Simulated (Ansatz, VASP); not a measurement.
**Two plane-wave programs on AgBr**

Contents of INCAR:

```
SYSTEM = AgBr
PREC = Accurate ; ENCUT = 500
EDIFF = 1E-6 ; ISMEAR = 0
SIGMA = 0.01 ; LREAL = .FALSE.
LASPH = .TRUE. ; NELM = 120
ALGO = Normal ; ISIF = 2
LWAVE = .FALSE. ; LCHARG = .TRUE.
GGA = PE ; LELF = .TRUE.
LVHAR = .TRUE. ; NBANDS = 26
GGA_COMPAT = .FALSE.
```

The input KPOINTS:

```
Automatic mesh
0
G
  6 6 4
  0 0 0
```

POSCAR

```
AgBr
1.0
    4.0921162106      0.0000000000      0.0414619171
    0.0000000000      4.0919047452      0.0000000000
   -0.0576709922      0.0000000000      5.7835259946
Ag Br
2 2
Direct
    0.7499714259      0.7500000000      0.7499778862
    0.2500285741      0.2500000000      0.2500221138
    0.2499845032      0.2500000000      0.7500035515
    0.7500154968      0.7500000000      0.2499964485
```

Input for Ansatz:

```yaml
crystal:
  lattice:
    - [4.0921162106, 0.0, 0.0414619171]
    - [0.0, 4.0919047452, 0.0]
    - [-0.0576709922, 0.0, 5.7835259946]
  atoms:
    - { symbol: Ag, position: [0.7499714259, 0.75, 0.7499778862] }
    - { symbol: Ag, position: [0.2500285741, 0.25, 0.2500221138] }
    - { symbol: Br, position: [0.2499845032, 0.25, 0.7500035515] }
    - { symbol: Br, position: [0.7500154968, 0.75, 0.2499964485] }
kpoints:
  mp_grid: { grid: [6, 6, 4] }
  band_path:
    path:
      - [0.0, 0.0, 0.0]
      - [0.5000257513, 0.4999742487, 0.0001134483]
      - [0.5000257513, 0.4999742487, 0.5001134419]
      - [0.5000257513, 0.0, 0.5001134419]
      - [0.2497264873, 0.0, 1.0000566463]
      - [0.7503250153, 0.0, 0.0001702375]
      - [0.7503250153, 0.2497007655, 0.0001702375]
      - [0.2497264873, 0.2497007655, 1.0000566463]
    npoints: 1
hamiltonian:
  xc: pbe
scf:
  occupations: { method: fixed }
  n_extra_bands: 5
output:
  forces: true
  stress: true
  eigenvalues: true
```

Alike in both runs: task single point; functional PBE; k mesh 6 × 6 × 4; no spin polarisation.

|  | VASP | Ansatz |
| --- | --- | --- |
| version | VASP 6.6.1 | Ansatz 0.2.0 |
| potentials or method | VASP PAW PBE potentials, release 64 (Ag, Br) | plane waves, PAW |
| plane-wave cutoff (eV) | 500 | 420 |
| occupations | gaussian, width 0.01 eV | fixed |
| valence electrons in the cell | 36 | 52 |

```tsv
	VASP	Ansatz	Ansatz less VASP
gap on the k mesh at the Fermi level (eV)	0.68	0.68	+0.001
pressure (GPa)	1.2	1.2	+0.02
```

VASP's potentials hold 36 valence electrons a cell and Ansatz's 52, so a difference there can come from the potentials and not from the codes.
